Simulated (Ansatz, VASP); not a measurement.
## Si3N4: VASP beside Ansatz

```
N Si
1.0
     7.67797    0.00000    0.00000
    -3.83899    6.64932    0.00000
     0.00000    0.00000    2.93763
N Si
8 6
Direct
  0.33330 0.66670 0.25000
  0.66660 0.33330 0.75000
  0.33990 0.03570 0.25000
  0.30420 0.33990 0.75000
  0.96430 0.30420 0.25000
  0.66010 0.96430 0.75000
  0.69580 0.66010 0.25000
  0.03570 0.69580 0.75000
  0.18420 0.77040 0.25000
  0.41380 0.18420 0.75000
  0.22960 0.41380 0.25000
  0.81580 0.22960 0.75000
  0.58620 0.81580 0.25000
  0.77040 0.58620 0.75000
```

Alike in both runs: task single point; functional PBE; k mesh 4 × 4 × 9; no spin polarisation.

|  | VASP | Ansatz |
| --- | --- | --- |
| version | VASP 6.6.1 | Ansatz 0.2.0 |
| potentials or method | VASP PAW PBE potentials, release 64 (N, Si), cutoff 520 eV | PAW plane waves |
| occupations | fermi-dirac, width 0.1 eV | fermi-dirac |
| valence electrons in the cell | 64 | 64 |

Ansatz gave:

```
gap on the k mesh at the Fermi level (eV)                     : 4.24
pressure (GPa)                                                : -0.5
traceless stress, the component that is largest in VASP (GPa) : -4.87
rms of the force components (eV/Å)                            : 0.820
```

Problem. What did VASP give for the same quantities?

Solution. gap on the k mesh at the Fermi level (eV): 4.23; pressure (GPa): -0.7; traceless stress, the component that is largest in VASP (GPa): -4.88; rms of the force components (eV/Å): 0.818.

Atom by atom the forces differ by 0.006 eV/Å (rms over components). Ansatz's warnings: structure snapped to symmetry.
